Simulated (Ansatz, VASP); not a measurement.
**One calculation of NbAs, two programs**

The input INCAR:

```
SYSTEM = NbAs
ALGO = Normal
DIPOL = 0.5 0.5 0.500
EDIFF = 1E-7
ENCUT = 520
GGA = PE
IDIPOL = 3
ISIF = 2
ISMEAR = 0
LASPH = .True.
LCHARG = .False.
LDIPOL = .True.
LREAL = .False.
LWAVE = .False.
NBANDS = 46
NELM = 80
PREC = Accurate
SIGMA = 0.01
```

KPOINTS

```
k-points
0
Gamma
  10 10 1
  0 0 0
```

Contents of POSCAR:

```
NbAs
1.0
    3.4734820522      0.0000000000      0.0000000000
    0.0000000000      3.4734820522      0.0000000000
    0.0000000000      0.0000000000     24.7728719669
As Nb
4 4
Direct
    0.0000000000      0.0000000000      0.3027505253
    0.5000000000      0.0000000000      0.4213193810
    0.5000000000      0.5000000000      0.5398882367
    0.0000000000      0.5000000000      0.6584570925
    0.5000000000      0.5000000000      0.3415429075
    0.0000000000      0.5000000000      0.4601117633
    0.0000000000      0.0000000000      0.5786806190
    0.5000000000      0.0000000000      0.6972494747
```

Input for Ansatz:

```yaml
crystal:
  lattice:
    - [3.4734820522, 0.0, 0.0]
    - [0.0, 3.4734820522, 0.0]
    - [0.0, 0.0, 24.7728719669]
  atoms:
    - { symbol: As, position: [0.0, 0.0, 0.3027505253] }
    - { symbol: Nb, position: [0.5, 0.5, 0.3415429075] }
    - { symbol: As, position: [0.5, 0.0, 0.421319381] }
    - { symbol: Nb, position: [0.0, 0.5, 0.4601117633] }
    - { symbol: As, position: [0.5, 0.5, 0.5398882367] }
    - { symbol: Nb, position: [0.0, 0.0, 0.578680619] }
    - { symbol: As, position: [0.0, 0.5, 0.6584570925] }
    - { symbol: Nb, position: [0.5, 0.0, 0.6972494747] }
basis:
  ecutwfc: 420
kpoints:
  mp_grid: { grid: [10, 10, 1] }
hamiltonian:
  xc: pbe
scf:
  occupations: { method: gaussian, width: 0.01 }
  max_iter: 70
output:
  forces: true
  stress: true
  eigenvalues: true
efield:
  axis: 3
  dipole_correction: true
  ramp_width: 0.04
```

Alike in both runs: task single point; functional PBE; k mesh 10 × 10 × 1; occupations gaussian, width 0.01 eV; no spin polarisation.

|  | VASP | Ansatz |
| --- | --- | --- |
| version | VASP 6.6.1 | Ansatz 0.2.0 |
| potentials or method | VASP PAW PBE potentials, release 64 (As, Nb_sv), cutoff 520 eV | scalar-relativistic, plane waves, PAW |
| valence electrons in the cell | 72 | 112 |

```csv
,VASP,Ansatz,Ansatz less VASP
gap on the k mesh at the Fermi level (eV),none,none,-
rms of the force components (eV/Å),0.275,0.275,0.0000
```

A gap of «none» marks a metal or a gap that the smearing closes. With one functional, cell and mesh, what is left measures potentials, basis and numerics. VASP's potentials hold 72 valence electrons a cell and Ansatz's 112, so a difference there can come from the potentials and not from the codes.
